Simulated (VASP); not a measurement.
Input of a VASP 6.6.1 run:

Contents of INCAR:

```
PREC     = Accurate       # precision mode
ENCUT    = 520            # plane-wave cutoff, eV
EDIFF    = 1E-6           # SCF threshold, eV
ISMEAR   = 0              # smearing method
SIGMA    = 0.1            # smearing width, eV
LREAL    = False          # projectors in reciprocal space
LASPH    = True           # aspherical terms in the spheres
NELM     = 150            # most SCF steps
ALGO     = Fast           # electronic algorithm
ISIF     = 2              # what is computed and relaxed
LWAVE    = False          # write WAVECAR
LCHARG   = False          # write CHGCAR
ISPIN    = 2              # spin polarisation
MAGMOM   = 3              # initial moments
LORBIT   = 11             # projections on sites
LMAXMIX  = 4              # l up to which the mixer works
GGA      = RP             # functional
NBANDS   = 14             # bands
```

The input KPOINTS:

```
regular mesh
0
Gamma
  13 13 13
```

Contents of POSCAR:

```
Fe
1.0
   -1.4430000000      1.4430000000      1.4430000000
    1.4430000000     -1.4430000000      1.4430000000
    1.4430000000      1.4430000000     -1.4430000000
Fe
1
Direct
    0.0000000000      0.0000000000      0.0000000000
```

Potentials or basis: VASP PAW PBE potentials, release 64 (Fe).

Launch:

```sh
$ cat potpaw_PBE.64/Fe/POTCAR > POTCAR
$ mpirun -np 1 vasp_std > vasp.out
```

Problem. Predict the pressure.

Solution. -3.2 GPa.

Problem. Predict the net moment.

Solution. 2.34 μB per cell.

Problem. Predict the site moments.

Solution. Fe +2.35 μB.

Caveat: the PAW data sets were made with another functional, which shifts forces and pressure a little.
